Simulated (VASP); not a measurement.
# KTaO3 (Pm-3m) in VASP: a series of runs

The runs below take KTaO3 through single point, with r2SCAN.

Program: VASP 6.6.1. These are calculated values, not measurements. Logs are shortened: lines on timing, memory, paths and dates and some standing lists are left out, and cuts for length are marked.

### Step 1. The cell of the first run

The structure is cubic, space group Pm-3m (No. 221). Conventional cell: a = 3.990 Å, b = 3.990 Å, c = 3.990 Å, α = 90.00°, β = 90.00°, γ = 90.00°. Within 3.7 Å of K (site symmetry m-3m) lie 12 O at 2.82 Å and 8 Ta at 3.46 Å. Within 2.6 Å of Ta (site symmetry m-3m) lie 6 O at 1.99 Å. O (site symmetry 4/mmm) has 2 Ta at 1.99 Å within 2.6 Å.

### Step 2. Single point, r2SCAN

POSCAR reads:

```
KTaO3
1.0
    3.9895772900      0.0000000000      0.0000000000
    0.0000000000      3.9895772900      0.0000000000
    0.0000000000      0.0000000000      3.9895772900
K Ta O
1 1 3
Direct
    0.5000000000      0.5000000000      0.5000000000
    0.0000000000      0.0000000000      0.0000000000
    0.5000000000      0.0000000000      0.0000000000
    0.0000000000      0.5000000000      0.0000000000
    0.0000000000      0.0000000000      0.5000000000
```

INCAR.step1 reads:

```
SYSTEM = KTaO3
PREC = Accurate
ENCUT = 520
ISMEAR = -1
SIGMA = 0.02
LREAL = .FALSE.
LASPH = .TRUE.
NELM = 60
NBANDS = 27
GGA = PE
ALGO = Normal
EDIFF = 1E-4
LWAVE = .TRUE.
LCHARG = .FALSE.
```

INCAR.step2 reads:

```
SYSTEM = KTaO3
PREC = Accurate
ENCUT = 520
EDIFF = 1E-7
ISMEAR = -1
SIGMA = 0.02
LREAL = .FALSE.
LASPH = .TRUE.
NELM = 60
ALGO = Normal
ISIF = 2
LWAVE = .FALSE.
LCHARG = .TRUE.
METAGGA = R2SCAN
LMIXTAU = .TRUE.
LELF = .TRUE.
LVHAR = .TRUE.
NBANDS = 27
ISTART = 1
```

KPOINTS reads:

```
regular mesh
0
G
  8 8 8
  0 0 0
```

Potentials or basis: VASP PAW PBE potentials, release 64 (K_sv, Ta_pv, O).

Started as:

```
$ cat potpaw_PBE.64/K_sv/POTCAR potpaw_PBE.64/Ta_pv/POTCAR potpaw_PBE.64/O/POTCAR > POTCAR
$ cp INCAR.step1 INCAR
$ mpirun -np 1 vasp_std > vasp.out
$ cp INCAR.step2 INCAR
$ mpirun -np 1 vasp_std > vasp.out
```

OUTCAR:

```text
SYSTEM = KTaO3
   PREC = Accurate
   ENCUT = 520
   EDIFF = 1E-7
   ISMEAR = -1
   LREAL = .FALSE.
   LASPH = .TRUE.
   NELM = 60
   ISIF = 2
   METAGGA = R2SCAN
   ISTART = 1

 ion  position               nearest neighbor table
   1  0.500  0.500  0.500-   3 2.82   4 2.82   5 2.82   3 2.82   4 2.82   3 2.82   5 2.82   3 2.82
                             4 2.82   5 2.82   4 2.82   5 2.82   2 3.46   2 3.46   2 3.46   2 3.46
   2  0.000  0.000  0.000-   3 1.99   4 1.99   5 1.99   5 1.99   4 1.99   3 1.99   1 3.46   1 3.46
                             1 3.46   1 3.46   1 3.46   1 3.46   1 3.46   1 3.46
   3  0.500  0.000  0.000-   2 1.99   2 1.99   1 2.82   1 2.82   1 2.82   1 2.82
   4  0.000  0.500  0.000-   2 1.99   2 1.99   1 2.82   1 2.82   1 2.82   1 2.82
   5  0.000  0.000  0.500-   2 1.99   2 1.99   1 2.82   1 2.82   1 2.82   1 2.82

  LATTYP: Found a simple cubic cell.
 ALAT       =     3.9895772900

  Lattice vectors:

 A1 = (   3.9895772900,   0.0000000000,   0.0000000000)
 A2 = (   0.0000000000,   3.9895772900,   0.0000000000)
 A3 = (   0.0000000000,   0.0000000000,   3.9895772900)

Analysis of symmetry for initial positions (statically):
=====================================================================
 Subroutine PRICEL returns:
 Original cell was already a primitive cell.

 Routine SETGRP: Setting up the symmetry group for a
 simple cubic supercell.

 Subroutine GETGRP returns: Found 48 space group operations
 (whereof 48 operations were pure point group operations)
 out of a pool of 48 trial point group operations.

The static configuration has the point symmetry O_h .

Analysis of symmetry for dynamics (positions and initial velocities):
=====================================================================
 Subroutine PRICEL returns:
 Original cell was already a primitive cell.

 Routine SETGRP: Setting up the symmetry group for a
 simple cubic supercell.

 Subroutine GETGRP returns: Found 48 space group operations
 (whereof 48 operations were pure point group operations)
 out of a pool of 48 trial point group operations.

The dynamic configuration has the point symmetry O_h .

 Subroutine INISYM returns: Found 48 space group operations
 (whereof 48 operations are pure point group operations),
 and found     1 'primitive' translations

----------------------------------------------------------------------------------------

                                     Primitive cell

  volume of cell :      63.5010

  direct lattice vectors                    reciprocal lattice vectors
     3.989577290  0.000000000  0.000000000     0.250653121  0.000000000  0.000000000
     0.000000000  3.989577290  0.000000000     0.000000000  0.250653121  0.000000000
     0.000000000  0.000000000  3.989577290     0.000000000  0.000000000  0.250653121

  length of vectors
     3.989577290  3.989577290  3.989577290     0.250653121  0.250653121  0.250653121

  position of ions in fractional coordinates (direct lattice)
     0.500000000  0.500000000  0.500000000
     0.000000000  0.000000000  0.000000000
     0.500000000  0.000000000  0.000000000
     0.000000000  0.500000000  0.000000000
     0.000000000  0.000000000  0.500000000

  ion indices of the primitive-cell ions
   primitive index   ion index
                 1           1
                 2           2
                 3           3
                 4           4
                 5           5

----------------------------------------------------------------------------------------

 KPOINTS: regular mesh

Automatic generation of k-mesh.
 Grid dimensions read from file:
 generate k-points for:    8    8    8

 Generating k-lattice:

  Cartesian coordinates                     Fractional coordinates (reciprocal lattice)
     0.031331640  0.000000000  0.000000000     0.125000000  0.000000000  0.000000000
     0.000000000  0.031331640  0.000000000     0.000000000  0.125000000  0.000000000
     0.000000000  0.000000000  0.031331640     0.000000000  0.000000000  0.125000000

  Length of vectors
     0.031331640  0.031331640  0.031331640

  Shift w.r.t. Gamma in fractional coordinates (k-lattice)
     0.000000000  0.000000000  0.000000000

 Subroutine IBZKPT returns following result:
 ===========================================

 Found     35 irreducible k-points:

 Following reciprocal coordinates:
            Coordinates               Weight
  0.000000  0.000000  0.000000      1.000000
  0.125000  0.000000  0.000000      6.000000
  0.250000  0.000000  0.000000      6.000000
  0.375000  0.000000  0.000000      6.000000
  0.500000  0.000000  0.000000      3.000000
  0.125000  0.125000  0.000000     12.000000
[... 16 lines left out ...]
  0.375000  0.375000  0.125000     24.000000
  0.500000  0.375000  0.125000     24.000000
 [... further k-points ...]
   k-points           NKPTS =     35   k-points in BZ     NKDIM =     35   number of bands    NBANDS=     27
[... 69 lines left out ...]
 fundamental gap:      2.5965309271
 Fermi energy:         1.8494215586

 k-point     1 :       0.0000    0.0000    0.0000
  band No.  band energies     occupation
      1     -33.8699      2.00000
      2     -33.8699      2.00000
      3     -33.8699      2.00000
      4     -27.0375      2.00000
      5     -17.1355      2.00000
      6     -16.4673      2.00000
[... 19 lines left out ...]
     26      10.0458      0.00000
     27      10.0458      0.00000

 k-point     2 :       0.1250    0.0000    0.0000
  band No.  band energies     occupation
      1     -33.8848      2.00000
      2     -33.8694      2.00000
      3     -33.8694      2.00000
      4     -27.0335      2.00000
      5     -17.0893      2.00000
      6     -16.4640      2.00000
[... 19 lines left out ...]
     26      10.2518      0.00000
     27      10.2753      0.00000

 k-point     3 :       0.2500    0.0000    0.0000
  band No.  band energies     occupation
      1     -33.9205      2.00000
      2     -33.8682      2.00000
      3     -33.8682      2.00000
      4     -27.0239      2.00000
      5     -17.0350      2.00000
      6     -16.4563      2.00000
[... 19 lines left out ...]
     26      10.7677      0.00000
     27      11.1038      0.00000

 k-point     4 :       0.3750    0.0000    0.0000
  band No.  band energies     occupation
      1     -33.9558      2.00000
      2     -33.8670      2.00000
      3     -33.8670      2.00000
      4     -27.0143      2.00000
      5     -17.0281      2.00000
      6     -16.4488      2.00000
[... 19 lines left out ...]
     26      11.3174      0.00000
     27      12.4750      0.00000

 k-point     5 :       0.5000    0.0000    0.0000
  band No.  band energies     occupation
      1     -33.9703      2.00000
      2     -33.8664      2.00000
      3     -33.8664      2.00000
      4     -27.0104      2.00000
      5     -17.0320      2.00000
      6     -16.4452      2.00000
[... 19 lines left out ...]
     26      11.5583      0.00000
     27      12.6439      0.00000

 k-point     6 :       0.1250    0.1250    0.0000
  band No.  band energies     occupation
      1     -33.8845      2.00000
      2     -33.8841      2.00000
      3     -33.8689      2.00000
      4     -27.0298      2.00000
      5     -17.0322      2.00000
      6     -16.4125      2.00000
[... 444 lines left out ...]
      1     -33.9530      2.00000
      2     -33.9165      2.00000
      3     -33.8800      2.00000
      4     -27.0042      2.00000
      5     -16.6644      2.00000
      6     -16.1064      2.00000
[... 19 lines left out ...]
     26      12.1005      0.00000
     27      12.6413      0.00000

 k-point    22 :       0.5000    0.2500    0.1250
  band No.  band energies     occupation
      1     -33.9674      2.00000
      2     -33.9159      2.00000
      3     -33.8794      2.00000
      4     -27.0014      2.00000
      5     -16.6541      2.00000
      6     -16.1034      2.00000
[... 19 lines left out ...]
     26      12.3113      0.00000
     27      12.7596      0.00000

 k-point    23 :       0.3750    0.3750    0.1250
  band No.  band energies     occupation
      1     -33.9516      2.00000
      2     -33.9512      2.00000
      3     -33.8787      2.00000
      4     -26.9987      2.00000
      5     -16.5813      2.00000
      6     -15.7733      2.00000
[... 19 lines left out ...]
     26      12.4933      0.00000
     27      12.7719      0.00000

 k-point    24 :       0.5000    0.3750    0.1250
  band No.  band energies     occupation
      1     -33.9658      2.00000
      2     -33.9508      2.00000
      3     -33.8782      2.00000
      4     -26.9964      2.00000
      5     -16.5606      2.00000
      6     -15.7523      2.00000
[... 19 lines left out ...]
     26      12.8081      0.00000
     27      12.8975      0.00000

 [... further k-points ...]

------------------------ aborting loop because EDIFF is reached ----------------------------------------

  FORCE on cell =-STRESS in cart. coord.  units (eV):
  Direction    XX          YY          ZZ          XY          YZ          ZX
  --------------------------------------------------------------------------------------
  -------------------------------------------------------------------------------------
  Total        0.4006306      0.4006306      0.4006306     -0.0000000     -0.0000000      0.0000000
  in kB       10.1082044     10.1082044     10.1082044     -0.0000000     -0.0000000      0.0000000
  external PRESSURE =      10.1082044 kB  Pullay stress =       0.0000000 kB

 VOLUME and BASIS-vectors are now :
 -----------------------------------------------------------------------------
  energy-cutoff  :      520.00
  volume of cell :       63.50
      direct lattice vectors                 reciprocal lattice vectors
     3.989577290  0.000000000  0.000000000     0.250653121  0.000000000  0.000000000
     0.000000000  3.989577290  0.000000000     0.000000000  0.250653121  0.000000000
     0.000000000  0.000000000  3.989577290     0.000000000  0.000000000  0.250653121

 POSITION                                       TOTAL-FORCE (eV/Angst)
 -----------------------------------------------------------------------------------
      1.99479      1.99479      1.99479         0.000000      0.000000      0.000000
      0.00000      0.00000      0.00000         0.000000      0.000000      0.000000
      1.99479      0.00000      0.00000         0.000000      0.000000      0.000000
      0.00000      1.99479      0.00000         0.000000      0.000000      0.000000
      0.00000      0.00000      1.99479         0.000000      0.000000      0.000000
 -----------------------------------------------------------------------------------
    total drift:                                0.000000     -0.000000      0.000000

  FREE ENERGIE OF THE ION-ELECTRON SYSTEM (eV)
  ---------------------------------------------------
  free  energy   TOTEN  =       -87.1631838074 eV

  energy  without entropy=      -87.1631838074  energy(sigma->0) =      -87.16318381
```

Wall time 2.9 min (1 thread of Intel Xeon Platinum 8488C (Sapphire Rapids), shared host); peak memory 0.21 GiB.

Results:

```yaml
Free_energy: -87.1632 eV
Pressure: 1.0 GPa
Band_gap_on_the_k_mesh: 2.60 eV (least direct gap 3.25 eV)
```

Caveat: the PAW data sets were made with another functional, which shifts forces and pressure a little; spin-orbit coupling is left out, which moves the levels of the heavy elements.

### Step 3. Single point, r2SCAN

This run uses another cell than the first one, of 12.95 Å³/atom.

Edit POSCAR of step 2 so:

```diff
@@ -2,5 +2,5 @@
 1.0
-    3.9895772900      0.0000000000      0.0000000000
-    0.0000000000      3.9895772900      0.0000000000
-    0.0000000000      0.0000000000      3.9895772900
+    4.0159991000      0.0000000000      0.0000000000
+    0.0000000000      4.0159991000      0.0000000000
+    0.0000000000      0.0000000000      4.0159991000
 K Ta O
```

INCAR.step1 reads:

```
SYSTEM = KTaO3
PREC = Accurate ; ENCUT = 520
ISMEAR = -1 ; SIGMA = 0.02
LREAL = .False. ; LASPH = .True.
NELM = 100 ; NBANDS = 27
GGA = PE ; ALGO = Normal
EDIFF = 1E-4 ; LWAVE = .True.
LCHARG = .False.
```

INCAR.step2 reads:

```
SYSTEM = KTaO3
PREC = Accurate ; ENCUT = 520
EDIFF = 1E-6 ; ISMEAR = -1
SIGMA = 0.02 ; LREAL = .False.
LASPH = .True. ; NELM = 100
ALGO = Normal ; ISIF = 2
LWAVE = .False. ; LCHARG = .False.
METAGGA = R2SCAN ; LMIXTAU = .True.
NBANDS = 27 ; ISTART = 1
```

KPOINTS reads:

```
Automatic mesh
0
Gamma
  8 8 8
  0 0 0
```

Potentials or basis: VASP PAW PBE potentials, release 64 (K_sv, Ta_pv, O).

Started as:

```
$ cat potpaw_PBE.64/K_sv/POTCAR potpaw_PBE.64/Ta_pv/POTCAR potpaw_PBE.64/O/POTCAR > POTCAR
$ cp INCAR.step1 INCAR
$ mpirun -np 1 vasp_std > vasp.out
$ cp INCAR.step2 INCAR
$ mpirun -np 1 vasp_std > vasp.out
```

Run time: 3 min. Hardware: 1 thread of Intel Xeon Platinum 8488C (Sapphire Rapids), shared host; peak memory 0.21 GiB.

The run converged. Its results:

```
Free energy            : -87.1566 eV
Pressure               : -3.0 GPa
Band gap on the k mesh : 2.55 eV (least direct gap 3.20 eV)
```

Levels at points of the mesh, in eV from the valence-band top:
```tsv
k point	band 16	band 17	band 18	band 19	band 20	band 21	band 22	band 23
(0.00, 0.00, 0.00)	-1.06	-0.66	-0.66	-0.66	2.55	2.55	2.55	6.83
(0.50, 0.00, 0.00)	-2.11	-1.49	-0.88	-0.88	2.69	5.29	5.29	6.86
(0.50, 0.50, 0.00)	-1.78	-1.44	-1.44	-0.04	5.33	5.33	6.60	7.83
(0.50, 0.50, 0.50)	-3.89	0.00	0.00	0.00	6.72	6.72	6.72	9.60
```

Caveat: the cell stands under tension; the PAW data sets were made with another functional, which shifts forces and pressure a little; spin-orbit coupling is left out, which moves the levels of the heavy elements. r2SCAN opens gaps a little over a GGA but as a rule still falls short of measured ones.

### Step 4. Single point, r2SCAN

This run uses another cell than the first one, of 13.21 Å³/atom.

Edit POSCAR of step 3 so:

```diff
@@ -2,5 +2,5 @@
 1.0
-    4.0159991000      0.0000000000      0.0000000000
-    0.0000000000      4.0159991000      0.0000000000
-    0.0000000000      0.0000000000      4.0159991000
+    4.0420777500      0.0000000000      0.0000000000
+    0.0000000000      4.0420777500      0.0000000000
+    0.0000000000      0.0000000000      4.0420777500
 K Ta O
```

INCAR.step1 reads:

```
SYSTEM = KTaO3
ALGO = Normal
EDIFF = 1E-4
ENCUT = 520
GGA = PE
ISMEAR = -1
LASPH = .True.
LCHARG = .False.
LREAL = .False.
LWAVE = .True.
NBANDS = 27
NELM = 100
PREC = Accurate
SIGMA = 0.02
```

INCAR.step2 reads:

```
SYSTEM = KTaO3
ALGO = Normal
EDIFF = 1E-7
ENCUT = 520
ISIF = 2
ISMEAR = -1
ISTART = 1
LASPH = .True.
LCHARG = .False.
LMIXTAU = .True.
LREAL = .False.
LWAVE = .False.
METAGGA = R2SCAN
NBANDS = 27
NELM = 100
PREC = Accurate
SIGMA = 0.02
```

KPOINTS reads:

```
k-points
0
Gamma
  8 8 8
  0 0 0
```

Started as:

```
$ cat potpaw_PBE.64/K_sv/POTCAR potpaw_PBE.64/Ta_pv/POTCAR potpaw_PBE.64/O/POTCAR > POTCAR
$ cp INCAR.step1 INCAR
$ mpirun -np 1 vasp_std > vasp.out
$ cp INCAR.step2 INCAR
$ mpirun -np 1 vasp_std > vasp.out
```

It took 3.7 min on 1 thread of Intel Xeon Platinum 8488C (Sapphire Rapids), shared host; peak memory 0.2 GiB.

Results (log left out):

| Quantity | Value |
| --- | --- |
| Free energy | -87.1193 eV |
| Pressure | -6.7 GPa |
| Band gap on the k mesh | 2.49 eV (least direct gap 3.16 eV) |

Levels at points of the mesh, in eV from the valence-band top:
| k point | band 17 | band 18 | band 19 | band 20 | band 21 | band 22 |
| --- | --- | --- | --- | --- | --- | --- |
| (0.00, 0.00, 0.00) | -0.66 | -0.66 | -0.66 | 2.49 | 2.49 | 2.49 |
| (0.50, 0.00, 0.00) | -1.45 | -0.88 | -0.88 | 2.63 | 5.15 | 5.15 |
| (0.50, 0.50, 0.00) | -1.42 | -1.42 | -0.04 | 5.19 | 5.19 | 6.43 |
| (0.50, 0.50, 0.50) | 0.00 | 0.00 | 0.00 | 6.54 | 6.54 | 6.54 |

Caveat: the cell stands under tension; the PAW data sets were made with another functional, which shifts forces and pressure a little; spin-orbit coupling is left out, which moves the levels of the heavy elements. r2SCAN opens gaps a little over a GGA but as a rule still falls short of measured ones.

### Step 5. Single point, r2SCAN

This run uses another cell than the first one, of 13.46 Å³/atom.

Edit POSCAR of step 4 so:

```diff
@@ -2,5 +2,5 @@
 1.0
-    4.0420777500      0.0000000000      0.0000000000
-    0.0000000000      4.0420777500      0.0000000000
-    0.0000000000      0.0000000000      4.0420777500
+    4.0678241600      0.0000000000      0.0000000000
+    0.0000000000      4.0678241600      0.0000000000
+    0.0000000000      0.0000000000      4.0678241600
 K Ta O
```

INCAR.step1 reads:

```
PREC     = Accurate       # precision mode
ENCUT    = 520            # plane-wave cutoff, eV
ISMEAR   = -1             # smearing method
SIGMA    = 0.02           # smearing width, eV
LREAL    = False          # projectors in reciprocal space
LASPH    = True           # aspherical terms in the spheres
NELM     = 100            # most SCF steps
NBANDS   = 27             # bands
GGA      = PE             # functional
ALGO     = Normal         # electronic algorithm
EDIFF    = 1E-4           # SCF threshold, eV
LWAVE    = True           # write WAVECAR
LCHARG   = False          # write CHGCAR
```

INCAR.step2 reads:

```
PREC     = Accurate       # precision mode
ENCUT    = 520            # plane-wave cutoff, eV
EDIFF    = 1E-6           # SCF threshold, eV
ISMEAR   = -1             # smearing method
SIGMA    = 0.02           # smearing width, eV
LREAL    = False          # projectors in reciprocal space
LASPH    = True           # aspherical terms in the spheres
NELM     = 100            # most SCF steps
ALGO     = Normal         # electronic algorithm
ISIF     = 2              # what is computed and relaxed
LWAVE    = False          # write WAVECAR
LCHARG   = False          # write CHGCAR
METAGGA  = R2SCAN         # meta-GGA
LMIXTAU  = True         
NBANDS   = 27             # bands
ISTART   = 1
```

KPOINTS reads:

```
regular mesh
0
Gamma
  8 8 8
```

Started as:

```
$ cat potpaw_PBE.64/K_sv/POTCAR potpaw_PBE.64/Ta_pv/POTCAR potpaw_PBE.64/O/POTCAR > POTCAR
$ cp INCAR.step1 INCAR
$ mpirun -np 1 vasp_std > vasp.out
$ cp INCAR.step2 INCAR
$ mpirun -np 1 vasp_std > vasp.out
```

Run time: 3.8 min. Hardware: 1 thread of Intel Xeon Platinum 8488C (Sapphire Rapids), shared host; peak memory 0.21 GiB.

Results (log left out):

```yaml
Free_energy: -87.0548 eV
Pressure: -10.0 GPa
Band_gap_on_the_k_mesh: 2.44 eV (least direct gap 3.11 eV)
```

Levels at points of the mesh, in eV from the valence-band top:
```tsv
k point	band 16	band 17	band 18	band 19	band 20	band 21	band 22	band 23
(0.00, 0.00, 0.00)	-1.00	-0.67	-0.67	-0.67	2.44	2.44	2.44	6.39
(0.50, 0.00, 0.00)	-2.03	-1.40	-0.87	-0.87	2.57	5.02	5.02	6.41
(0.50, 0.50, 0.00)	-1.84	-1.39	-1.39	-0.03	5.06	5.06	6.26	7.33
(0.50, 0.50, 0.50)	-3.76	0.00	0.00	0.00	6.37	6.37	6.37	9.49
```

Caveat: the cell stands under tension; the PAW data sets were made with another functional, which shifts forces and pressure a little; spin-orbit coupling is left out, which moves the levels of the heavy elements. r2SCAN opens gaps a little over a GGA but as a rule still falls short of measured ones.

### Step 6. Summary

```csv
cell,gap on the mesh (eV),pressure (GPa)
"a = 3.990 Å, 5 atoms",2.60,1.0
"a = 4.016 Å, 5 atoms",2.55,-3.0
"a = 4.042 Å, 5 atoms",2.49,-6.7
"a = 4.068 Å, 5 atoms",2.44,-10.0
```

Alike in all rows: task single point; level r2SCAN; potentials or basis VASP PAW PBE potentials, release 64 (K_sv, Ta_pv, O); no spin polarisation; k mesh 8 × 8 × 8; cutoff (eV) 520; smearing fermi-dirac 0.02 eV.

Caveats: the PAW data sets were made with another functional, which shifts forces and pressure a little; spin-orbit coupling is left out, which moves the levels of the heavy elements; the cell stands under tension (at least some runs).

Total energies depend on the potentials used, so only differences within one code and one set of settings carry meaning.
